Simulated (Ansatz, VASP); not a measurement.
# Ga in VASP and in Ansatz

The input INCAR:

```
PREC     = Accurate       # precision mode
ENCUT    = 520            # plane-wave cutoff, eV
EDIFF    = 1E-7           # SCF threshold, eV
ISMEAR   = -1             # smearing method
SIGMA    = 0.08           # smearing width, eV
LREAL    = F              # projectors in reciprocal space
LASPH    = T              # aspherical terms in the spheres
NELM     = 100            # most SCF steps
ALGO     = Normal         # electronic algorithm
ISIF     = 2              # what is computed and relaxed
LWAVE    = F              # write WAVECAR
LCHARG   = F              # write CHGCAR
GGA      = PE             # functional
NBANDS   = 20             # bands
```

The input KPOINTS:

```
Automatic mesh
0
Gamma
  17 17 17
```

File POSCAR:

```
Ga
1.0
   -2.1102919989      2.1102919989      1.1028726803
    2.1102919989     -2.1102919989      1.1028726803
    2.1102919989      2.1102919989     -1.1028726803
Ga
2
Direct
   -0.3750000000     -0.1250000000     -0.2500000000
    0.3750000000      0.1250000000      0.2500000000
```

Input for Ansatz:

```yaml
crystal:
  lattice:
    - [-2.1102919989, 2.1102919989, 1.1028726803]
    - [2.1102919989, -2.1102919989, 1.1028726803]
    - [2.1102919989, 2.1102919989, -1.1028726803]
  atoms:
    - { symbol: Ga, position: [-0.375, -0.125, -0.25] }
    - { symbol: Ga, position: [0.375, 0.125, 0.25] }
kpoints:
  mp_grid: { grid: [17, 17, 17] }
  band_path:
    path:
      - [0.0, 0.0, 0.0]
      - [0.0, 0.0, 0.5]
      - [-0.5, 0.5, 0.5]
      - [0.0, 0.0, 0.0]
      - [0.3182819101, 0.3182819101, -0.3182819101]
      - [-0.3182819101, 0.6817180899, 0.3182819101]
      - [-0.5, 0.5, 0.5]
      - [0.0, 0.0, 0.5]
      - [0.25, 0.25, 0.25]
    npoints: 8
scf:
  occupations: { method: fermi_dirac, width: 0.08 }
hamiltonian:
  xc: pbe
  pseudopotentials: { kind: all_electron, lapw: { basis_error: 0.001 } }
output:
  forces: true
  stress: true
  eigenvalues: true
  populations: true
  dos: { projected: true, de: 0.2, e_range: [-14, 8] }
```

Change from the starting cell: volume scaled by 0.5, LAPW.

Alike in both runs: task single point; functional PBE; k mesh 17 × 17 × 17; occupations fermi-dirac, width 0.08 eV; no spin polarisation.

```csv
,VASP,Ansatz
version,VASP 6.6.1,Ansatz 0.2.0
potentials or method,"VASP PAW PBE potentials, release 64 (Ga_d), cutoff 520 eV","all-electron LAPW, scalar-relativistic"
```

```tsv
	VASP	Ansatz	Ansatz less VASP
pressure (GPa)	183.0	181.8	-1.28
traceless stress, the component that is largest in VASP (GPa)	0.12	0.06	-0.059
```

Both programs put the cell under a high pressure, so it lies far from rest at this level. Ansatz ran all-electron here, and VASP with PAW potentials.

Noted on VASP's run: the cell as given lies far from equilibrium.
